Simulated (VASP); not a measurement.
# Ba (P6_3/mmc) in VASP: notebook

Ba is run at these levels: BLYP; tasks: relaxation of cell and atoms, single point.

Program: VASP 6.6.1. These are calculated values, not measurements. Logs are shortened: lines on timing, memory, paths and dates and some standing lists are left out, and cuts for length are marked.

### Step 1. The cell of the first run

It takes space group P6_3/mmc (No. 194, hexagonal). The conventional cell has a = 4.454 Å, b = 4.454 Å, c = 7.274 Å, α = 90.00°, β = 90.00°, γ = 120.00°. Ba (site symmetry -6m2) has 12 Ba at 4.45 Å within 5.8 Å.

This isn't the form of Ba at room conditions, which is bcc.

### Step 2. Relaxation of cell and atoms, BLYP

INCAR

```
SYSTEM = Ba
AGGAC = 1.0
AGGAX = 1.0
ALDAC = 0.0
ALDAX = 1.0
ALGO = Normal
EDIFF = 1E-6
EDIFFG = -0.01
ENCUT = 600
GGA = B5
IBRION = 2
ISIF = 3
ISMEAR = -1
LASPH = .TRUE.
LCHARG = .FALSE.
LREAL = .FALSE.
LWAVE = .FALSE.
NELM = 80
NSW = 80
PREC = Accurate
SIGMA = 0.1
```

KPOINTS

```
k-points
0
G
  8 8 5
  0 0 0
```

POSCAR

```
Ba
1.0
    4.4544873730      0.0000000000      0.0000000000
   -2.2272436865      3.8576992259      0.0000000000
    0.0000000000      0.0000000000      7.2741778801
Ba
2
Direct
    0.3333333333      0.6666666667      0.2500000000
    0.6666666667      0.3333333333      0.7500000000
```

Potentials or basis: VASP PAW PBE potentials, release 64 (Ba_sv).

Launch:

```
$ cat potpaw_PBE.64/Ba_sv/POTCAR > POTCAR
$ mpirun -np 1 vasp_std > vasp.out
```

OUTCAR:

```text
SYSTEM = Ba
   EDIFF = 1E-6
   EDIFFG = -0.01
   ENCUT = 600
   GGA = B5
   IBRION = 2
   ISIF = 3
   ISMEAR = -1
   LASPH = .TRUE.
   LREAL = .FALSE.
   NELM = 80
   NSW = 80
   PREC = Accurate

 ion  position               nearest neighbor table
   1  0.333  0.667  0.250-   2 4.45   2 4.45   2 4.45   2 4.45   2 4.45   2 4.45
   2  0.667  0.333  0.750-   1 4.45   1 4.45   1 4.45   1 4.45   1 4.45   1 4.45

  LATTYP: Found a hexagonal cell.
 ALAT       =     4.4544873730
 C/A-ratio  =     1.6330000000

  Lattice vectors:

 A1 = (   4.4544873730,   0.0000000000,   0.0000000000)
 A2 = (  -2.2272436865,   3.8576992259,   0.0000000000)
 A3 = (   0.0000000000,   0.0000000000,   7.2741778801)

Analysis of symmetry for initial positions (statically):
=====================================================================
 Subroutine PRICEL returns:
 Original cell was already a primitive cell.

 Routine SETGRP: Setting up the symmetry group for a
 hexagonal supercell.

 Subroutine GETGRP returns: Found 24 space group operations
 (whereof 12 operations were pure point group operations)
 out of a pool of 24 trial point group operations.

The static configuration has the point symmetry D_3d.
 The point group associated with its full space group is D_6h.

Analysis of symmetry for dynamics (positions and initial velocities):
=====================================================================
 Subroutine PRICEL returns:
 Original cell was already a primitive cell.

 Routine SETGRP: Setting up the symmetry group for a
 hexagonal supercell.

 Subroutine GETGRP returns: Found 24 space group operations
 (whereof 12 operations were pure point group operations)
 out of a pool of 24 trial point group operations.

The dynamic configuration has the point symmetry D_3d.
 The point group associated with its full space group is D_6h.

 Subroutine INISYM returns: Found 24 space group operations
 (whereof 12 operations are pure point group operations),
 and found     1 'primitive' translations

----------------------------------------------------------------------------------------

                                     Primitive cell

  volume of cell :     125.0000

  direct lattice vectors                    reciprocal lattice vectors
     4.454487373  0.000000000  0.000000000     0.224492723  0.129610934  0.000000000
    -2.227243687  3.857699226  0.000000000     0.000000000  0.259221868  0.000000000
     0.000000000  0.000000000  7.274177880     0.000000000  0.000000000  0.137472580

  length of vectors
[... 106 lines left out ...]
   LORBIT       =      0    0 simple, 1 ext, 2 COOP (PROOUT), +10 PAW based schemes
   GGA     = B5    functional components
   LHFCALC =     F    Hartree Fock is set to
   AEXX    =    0.0000 exact exchange contribution
   IVDW    =     0    specifies the selected vdW correction
   LEPSILON=     F    determine dielectric tensor
   LRPA    =     F    only Hartree local field effects (RPA)
 conjugate gradient relaxation of ions
 non-spin polarized calculation
  energy-cutoff  :      600.00
  volume of cell :      125.00
 maximum number of plane-waves:      4221
 NGX is ok and might be reduce to    36
   NGX = 17   NGY = 17   NGZ = 29

--------------------------------------- Ionic step        1  -------------------------------------------

 number of electron      20.0000000 magnetization

 Free energy of the ion-electron system (eV)
  ---------------------------------------------------
  ext. energy  EPLUGINS =         0.00000000
  ---------------------------------------------------
  free energy    TOTEN  =        -2.50679297 eV

  energy without entropy =       -2.39639176  energy(sigma->0) =       -2.45159236

------------------------ aborting loop because EDIFF is reached ----------------------------------------

  FORCE on cell =-STRESS in cart. coord.  units (eV):
  Direction    XX          YY          ZZ          XY          YZ          ZX
  --------------------------------------------------------------------------------------
  -------------------------------------------------------------------------------------
  Total        0.5071855      0.5071855      0.5221664      0.0000000      0.0000000     -0.0000000
  in kB        6.5008089      6.5008089      6.6928257      0.0000000      0.0000000     -0.0000000
  external PRESSURE =       6.5648145 kB  Pullay stress =       0.0000000 kB
[... 59 lines left out ...]
--------------------------------------- Ionic step        3  -------------------------------------------

 number of electron      19.9999999 magnetization

 Free energy of the ion-electron system (eV)
  ---------------------------------------------------
  ext. energy  EPLUGINS =         0.00000000
  ---------------------------------------------------
  free energy    TOTEN  =        -2.52602885 eV

  energy without entropy =       -2.40854298  energy(sigma->0) =       -2.46728591

 E-fermi :   1.9284     XC(G=0):  -6.7163

 val. band max:        1.9073287744   @ k =   0.2500   0.2500   0.0000
 cond. band min:       1.9493095503   @ k =   0.2500   0.1250   0.0000
 fundamental gap:      0.0419807760
 Fermi energy:         1.9283600119

 k-point     1 :       0.0000    0.0000    0.0000
  band No.  band energies     occupation
      1     -27.1302      2.00000
      2     -27.1007      2.00000
      3     -12.5414      2.00000
      4     -12.2266      2.00000
      5     -12.2266      2.00000
      6     -12.1776      2.00000
      7     -12.1776      2.00000
      8     -12.1766      2.00000
      9      -0.7432      2.00000
     10       1.0010      1.99981
     11       2.9651      0.00006
     12       3.4925      0.00000
     13       3.5058      0.00000
     14       3.5058      0.00000
[... 377 lines left out ...]
      1     -27.1009      2.00000
      2     -27.0964      2.00000
      3     -12.5007      2.00000
      4     -12.4774      2.00000
      5     -12.3017      2.00000
      6     -12.2713      2.00000
      7     -12.2555      2.00000
      8     -12.2469      2.00000
      9       1.0098      1.99980
     10       1.3077      1.99598
     11       2.2468      0.07955
     12       2.4671      0.00911
     13       3.1818      0.00001
     14       3.2900      0.00000

 [... further k-points ...]

------------------------ aborting loop because EDIFF is reached ----------------------------------------

  FORCE on cell =-STRESS in cart. coord.  units (eV):
  Direction    XX          YY          ZZ          XY          YZ          ZX
  --------------------------------------------------------------------------------------
  -------------------------------------------------------------------------------------
  Total       -0.0157045     -0.0157045      0.0108291      0.0000000     -0.0000000      0.0000000
  in kB       -0.1864775     -0.1864775      0.1285869      0.0000000     -0.0000000      0.0000000
  external PRESSURE =      -0.0814560 kB  Pullay stress =       0.0000000 kB
[... 17 lines left out ...]
  FREE ENERGIE OF THE ION-ELECTRON SYSTEM (eV)
  ---------------------------------------------------
  free  energy   TOTEN  =        -2.5260288471 eV

  energy  without entropy=       -2.4085429777  energy(sigma->0) =       -2.46728591

 reached required accuracy - stopping structural energy minimisation
```

OSZICAR:

```text
N       E                     dE             d eps       ncg     rms          rms(c)
DAV:   1     0.164972215776E+03    0.16497E+03   -0.90934E+03   840   0.130E+03
[... 22 lines left out ...]
DAV:   1    -0.269084818491E+01   -0.16982E+00   -0.50183E+00   840   0.171E+01    0.174E+00
DAV:   2    -0.257316429877E+01    0.11768E+00   -0.34706E-01  1020   0.436E+00    0.919E-01
DAV:   3    -0.252333135118E+01    0.49833E-01   -0.23590E-01   952   0.324E+00    0.221E-01
DAV:   4    -0.252483683396E+01   -0.15055E-02   -0.15679E-02  1002   0.702E-01    0.137E-01
DAV:   5    -0.252593608457E+01   -0.10993E-02   -0.72439E-04  1268   0.153E-01    0.563E-02
DAV:   6    -0.252602808902E+01   -0.92004E-04   -0.12557E-04  1016   0.756E-02    0.540E-03
DAV:   7    -0.252602884714E+01   -0.75811E-06   -0.29633E-06   806   0.121E-02
   3 F= -.25260288E+01 E0= -.24672859E+01  d E =-.192359E-01
```

CONTCAR:

```text
Ba
   1.00000000000000
     4.5683264293242916    0.0000000000000000   -0.0000000000000000
    -2.2841632146621458    3.9562867406231330    0.0000000000000000
     0.0000000000000000    0.0000000000000000    7.4655680340234793
  Ba
     2
Direct
     0.3333333332999970    0.6666666667000030    0.2500000000000000
     0.6666666667000030    0.3333333332999970    0.7500000000000000

  0.00000000E+00  0.00000000E+00  0.00000000E+00
  0.00000000E+00  0.00000000E+00  0.00000000E+00
```

It took 4.6 min on 1 thread of Intel Xeon 8259CL, shared host; peak memory 0.3 GiB.

Results:

```
Free energy                           : -2.5260 eV
Relaxed volume                        : 67.46 Å³/atom
Relaxed cell                          : a = 4.568 Å, b = 4.568 Å, c = 7.466 Å, α = 90.00°, β = 90.00°, γ = 120.00°
Space group after relaxing (to 0.1 Å) : P6_3/mmc (No. 194)
Energy gained by relaxing             : 9.6 meV/atom
Ionic steps                           : 3
Pressure after relaxing               : 0.0 GPa
Band gap on the k mesh                : zero (bands 10 and 11 overlap by 0.31 eV)
```

Step by step:
| step | energy change (eV) | largest force (eV/Å) | pressure (GPa) | volume (Å³) |
| --- | --- | --- | --- | --- |
| 1 | 0.0000 | 0.0000 | 0.66 | 125.00 |
| 2 | -0.0142 | 0.0000 | 0.32 | 129.69 |
| 3 | -0.0192 | 0.0000 | -0.01 | 134.93 |

Final structure:
```
CELL_PARAMETERS angstrom
4.56833 0.00000 0.00000
-2.28416 3.95629 0.00000
0.00000 0.00000 7.46557
ATOMIC_POSITIONS crystal
Ba 0.33333 0.66667 0.25000
Ba 0.66667 0.33333 0.75000
```

Caveat: the PAW data sets were made with another functional, which shifts forces and pressure a little; spin-orbit coupling is left out, which moves the levels of the heavy elements.

### Step 3. Single point, BLYP

This run uses another cell than the first one, of 66.85 Å³/atom.

INCAR

```
SYSTEM = Ba
AGGAC = 1.0
AGGAX = 1.0
ALDAC = 0.0
ALDAX = 1.0
ALGO = Normal
EDIFF = 1E-6
ENCUT = 520
GGA = B5
ISIF = 2
ISMEAR = -1
LASPH = .True.
LCHARG = .False.
LREAL = .False.
LWAVE = .False.
NBANDS = 17
NELM = 80
PREC = Accurate
SIGMA = 0.1
```

KPOINTS

```
k-points
0
Gamma
  13 13 7
  0 0 0
```

POSCAR

```
Ba
1.0
    4.5525130858      0.0000000000      0.0000000000
   -2.2762565429      3.9425919834      0.0000000000
    0.0000000000      0.0000000000      7.4493927108
Ba
2
Direct
    0.3333333333      0.6666666667      0.2500000000
    0.6666666667      0.3333333333      0.7500000000
```

Potentials or basis: VASP PAW PBE potentials, release 64 (Ba_sv).

Launch:

```
$ cat potpaw_PBE.64/Ba_sv/POTCAR > POTCAR
$ mpirun -np 1 vasp_std > vasp.out
```

Wall time 4.5 min (1 thread of Intel Xeon 8259CL, shared host); peak memory 0.35 GiB.

Results (log left out):

```
Free energy            : -2.5249 eV
Pressure               : 0.1 GPa
Band gap on the k mesh : zero (bands 10 and 11 overlap by 0.26 eV)
```

Levels at points of the mesh, in eV from the Fermi level:
| k point | band 8 | band 9 | band 10 | band 11 | band 12 | band 13 |
| --- | --- | --- | --- | --- | --- | --- |
| (0.00, 0.00, 0.00) | -14.09 | -2.68 | -0.93 | 1.06 | 1.57 | 1.59 |

Caveat: the PAW data sets were made with another functional, which shifts forces and pressure a little; spin-orbit coupling is left out, which moves the levels of the heavy elements.
